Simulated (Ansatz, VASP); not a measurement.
**Two plane-wave programs on WS2**

The input INCAR:

```
PREC = Accurate
ENCUT = 520
EDIFF = 1E-6
ISMEAR = 0
SIGMA = 0.05
LREAL = False
LASPH = True
NELM = 80
ALGO = Normal
ISIF = 2
LWAVE = False
LCHARG = False
GGA = PE
IVDW = 12
NBANDS = 35
```

KPOINTS

```
regular mesh
0
Gamma
  10 10 3
```

File POSCAR:

```
WS2
1.0
   -3.1542061832      0.0000000000      0.0000000000
   -1.5771030916     -2.7316226834      0.0000000000
    0.0000000000      0.0000000000     12.3899091344
W S
2 4
Direct
    0.3333333333      0.3333333333      0.2449555724
    0.6666666667      0.6666666667      0.7348667171
    0.3333333333      0.3333333333      0.6077714407
    0.6666666667      0.6666666667      0.1178602959
    0.3333333333      0.3333333333      0.8619619935
    0.6666666667      0.6666666667      0.3720508488
```

Input for Ansatz:

```yaml
crystal:
  lattice:
    - [-3.1542061832, 0.0, 0.0]
    - [-1.5771030916, -2.7316226834, 0.0]
    - [0.0, 0.0, 12.3899091344]
  atoms:
    - { symbol: W, position: [0.3333333333, 0.3333333333, 0.2449555724] }
    - { symbol: W, position: [0.6666666667, 0.6666666667, 0.7348667171] }
    - { symbol: S, position: [0.3333333333, 0.3333333333, 0.6077714407] }
    - { symbol: S, position: [0.6666666667, 0.6666666667, 0.1178602959] }
    - { symbol: S, position: [0.3333333333, 0.3333333333, 0.8619619935] }
    - { symbol: S, position: [0.6666666667, 0.6666666667, 0.3720508488] }
basis:
  ecutwfc: 420
kpoints:
  mp_grid: { grid: [10, 10, 3] }
hamiltonian:
  xc: pbe
  dispersion: d3bj
scf:
  occupations: { method: gaussian, width: 0.05 }
output:
  forces: true
  stress: true
  eigenvalues: true
  write_density: true
  write_potential: true
  elf: true
  volumetric_format: npy
```

Alike in both runs: task single point; functional PBE; dispersion D3(BJ); k mesh 10 × 10 × 3; occupations gaussian, width 0.05 eV; no spin polarisation.

```csv
,VASP,Ansatz
version,VASP 6.6.1,Ansatz 0.2.0
potentials or method,"VASP PAW PBE potentials, release 64 (W_sv, S), cutoff 520 eV","scalar-relativistic, plane waves, PAW"
valence electrons in the cell,52,52
```

```tsv
	VASP	Ansatz	Ansatz less VASP
gap on the k mesh at the Fermi level (eV)	1.08	1.06	-0.017
least direct gap on the mesh (eV)	2.17	2.17	-0.003
pressure (GPa)	-0.2	-0.2	+0.03
traceless stress, the component that is largest in VASP (GPa)	-0.35	-0.36	-0.005
rms of the force components (eV/Å)	0.030	0.029	-0.0009
```

Atom by atom the forces differ by 0.001 eV/Å (rms over components).

Neither program's run includes spin-orbit coupling.
